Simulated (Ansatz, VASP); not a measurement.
# Sb: VASP beside Ansatz

```xyz
2
Lattice="2.1542 1.2437 3.7580 -2.1542 1.2437 3.7580 0.0000 -2.4875 3.7580" Properties=species:S:1:pos:R:3 pbc="T T T"
Sb    0.0000    0.0000    2.6324
Sb    0.0000    0.0000    8.6416
```

Alike in both runs: task single point; functional r2SCAN; k mesh 6 × 6 × 6; occupations gaussian, width 0.1 eV; no spin polarisation.

|  | VASP | Ansatz |
| --- | --- | --- |
| version | VASP 6.6.1 | Ansatz 0.2.0 |
| potentials or method | VASP PAW PBE potentials, release 64 (Sb_d_GW), cutoff 550 eV | scalar-relativistic, plane waves, PAW |
| valence electrons in the cell | 30 | 30 |

```tsv
	VASP	Ansatz	Ansatz less VASP
gap on the k mesh at the Fermi level (eV)	none	none	-
pressure (GPa)	1.7	1.7	+0.02
traceless stress, the component that is largest in VASP (GPa)	-0.09	-0.09	+0.008
rms of the force components (eV/Å)	0.046	0.054	+0.0076
```

VASP's potentials were made for PBE, not for r2SCAN. Atom by atom the forces differ by 0.008 eV/Å (rms over components). A gap of «none» marks a metal or a gap that the smearing closes.

Spin-orbit coupling is off throughout.
